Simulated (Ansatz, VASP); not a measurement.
# Two plane-wave programs on Al3N

```
CELL_PARAMETERS angstrom
5.08061 0.00000 0.00000
0.00000 4.52206 2.57841
0.00000 -4.52206 2.57841
ATOMIC_POSITIONS crystal
Al 0.76620 0.12905 0.00272
Al 0.76620 0.50272 0.62905
Al 0.23380 0.62905 0.50272
Al 0.23380 0.00272 0.12905
Al 0.29384 0.28721 0.78721
Al 0.70616 0.78721 0.28721
N 0.64711 0.41967 0.91967
N 0.35289 0.91967 0.41967
```

Alike in both runs: functional PBE; k mesh 8 × 8 × 8; occupations gaussian, width 0.1 eV; no spin polarisation.

Ansatz relaxed the structure, and its values are those at the end. VASP's run is a single point on that final structure, the one shown.

```csv
,VASP,Ansatz
version,VASP 6.6.1,Ansatz 0.2.0
potentials or method,"VASP PAW PBE potentials, release 64 (Al, N)","scalar-relativistic, plane waves, PAW"
plane-wave cutoff (eV),520,420
valence electrons in the cell,28,28
```

Ansatz gave:

- gap on the k mesh at the Fermi level (eV): none
- pressure (GPa): 0.0
- rms of the force components (eV/Å): 0.002

Problem. Estimate VASP's values.

Solution. gap on the k mesh at the Fermi level (eV): none; pressure (GPa): -0.1; rms of the force components (eV/Å): 0.003.

A gap of «none» marks a metal or a gap that the smearing closes.
